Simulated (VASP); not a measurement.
Wanted: the native input for a VASP 6.6.1 run.

```yaml
Task: single point
Functional: RPBE
Potentials_or_basis: VASP PAW PBE potentials, release 64 (Tl_d)
Cutoff: 500 eV
k_mesh: 10 × 10 × 10
Occupations: fermi-dirac, width 0.05 eV
Spin: no spin polarisation
Dipole_correction: no
Further_INCAR_settings: ALGO = Normal; EDIFF = 1e-06; NBANDS = 12
```

The structure of Tl lies in POSCAR:

```
Tl
1.0
   -1.9559951750      1.9559951750      1.9559951750
    1.9559951750     -1.9559951750      1.9559951750
    1.9559951750      1.9559951750     -1.9559951750
Tl
1
Direct
    0.0000000000      0.0000000000      0.0000000000
```

This isn't the form of Tl at room conditions, which is hcp.

The input as run:

INCAR

```
SYSTEM = Tl
ALGO     = Normal         ! electronic algorithm
EDIFF    = 1E-6           ! SCF threshold, eV
ENCUT    = 500            ! plane-wave cutoff, eV
GGA      = RP             ! functional
GGA_COMPAT= .FALSE.      
ISIF     = 2              ! what is computed and relaxed
ISMEAR   = -1             ! smearing method
LASPH    = .TRUE.         ! aspherical terms in the spheres
LCHARG   = .TRUE.         ! write CHGCAR
LELF     = .TRUE.         ! ELF
LREAL    = .FALSE.        ! projectors in reciprocal space
LVHAR    = .TRUE.       
LWAVE    = .FALSE.        ! write WAVECAR
NBANDS   = 12             ! bands
NELM     = 120            ! most SCF steps
PREC     = Accurate       ! precision mode
SIGMA    = 0.05           ! smearing width, eV
```

KPOINTS

```
k-points
0
G
  10 10 10
  0 0 0
```

Potentials or basis: VASP PAW PBE potentials, release 64 (Tl_d).

Launch:

```sh
$ cat potpaw_PBE.64/Tl_d/POTCAR > POTCAR
$ mpirun -np 1 vasp_std > vasp.out
```

It gave:

```yaml
Pressure: 3.1 GPa
Band_gap_on_the_k_mesh: zero (an odd number of electrons rules out a gap without spin polarisation)
```

Caveat: the cell stands under pressure; the PAW data sets were made with another functional, which shifts forces and pressure a little; spin-orbit coupling is left out, which moves the levels of the heavy elements.

Wall time 13 s on 1 thread of Intel(R) Xeon(R) Platinum 8488C (Sapphire Rapids), on a shared host, peak memory 0.16 GiB.
